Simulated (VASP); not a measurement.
Set up this calculation in VASP 6.6.1, as the native input.

```
Task                   : single point
Functional             : PBE
Potentials or basis    : VASP PAW PBE potentials, release 64 (Al)
Cutoff                 : 520 eV
k mesh                 : 8 × 8 × 8
Occupations            : fermi-dirac, width 0.03 eV
Spin                   : no spin polarisation
Dipole correction      : no
Further INCAR settings : ALGO = Normal; EDIFF = 1e-06; NBANDS = 8
```

The structure of Al lies in POSCAR:

```
Al
1.0
    0.0000000000      2.0248050000      2.0248050000
    2.0248050000      0.0000000000      2.0248050000
    2.0248050000      2.0248050000      0.0000000000
Al
1
Direct
    0.0000000000      0.0000000000      0.0000000000
```

One way to write it, as run:

INCAR

```
PREC = Accurate
ENCUT = 520
EDIFF = 1E-6
ISMEAR = -1
SIGMA = 0.03
LREAL = F
LASPH = T
NELM = 100
ALGO = Normal
ISIF = 2
LWAVE = F
LCHARG = F
GGA = PE
NBANDS = 8
```

KPOINTS

```
regular mesh
0
Gamma
  8 8 8
```

Potentials or basis: VASP PAW PBE potentials, release 64 (Al).

The run is started by

```bash
$ cat potpaw_PBE.64/Al/POTCAR > POTCAR
$ mpirun -np 1 vasp_std > vasp.out
```

Results of the run:

```yaml
Pressure: -0.5 GPa
```

It took 4.5 s on 1 thread of Intel Xeon 6975P-C, with other jobs on the host, peak memory 0.13 GiB.
